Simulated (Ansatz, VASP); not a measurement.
## CdTe: VASP beside Ansatz

```
CELL_PARAMETERS angstrom
0.00000 3.27996 3.27996
3.27996 0.00000 3.27996
3.27996 3.27996 0.00000
ATOMIC_POSITIONS crystal
Cd 0.00000 0.00000 0.00000
Te 0.25000 0.25000 0.25000
```

Alike in both runs: task single point; functional PBE; k mesh 4 × 4 × 4; no spin polarisation.

|  | VASP | Ansatz |
| --- | --- | --- |
| version | VASP 6.6.1 | Ansatz 0.2.0 |
| potentials or method | VASP PAW PBE potentials, release 64 (Cd, Te) | plane waves |
| plane-wave cutoff (eV) | 500 | 420 |
| occupations | methfessel-paxton of order 1, width 0.05 eV | cold, width 0.05 eV |
| valence electrons in the cell | 18 | 36 |

VASP gave:

```
gap on the k mesh at the Fermi level (eV) : 0.65
pressure (GPa)                            : 1.3
```

Task: What did Ansatz give for the same quantities?

Result: gap on the k mesh at the Fermi level (eV): 0.65; pressure (GPa): 1.2.

VASP's potentials hold 18 valence electrons a cell and Ansatz's 36, so a difference there can come from the potentials and not from the codes.

Neither program's run includes spin-orbit coupling.
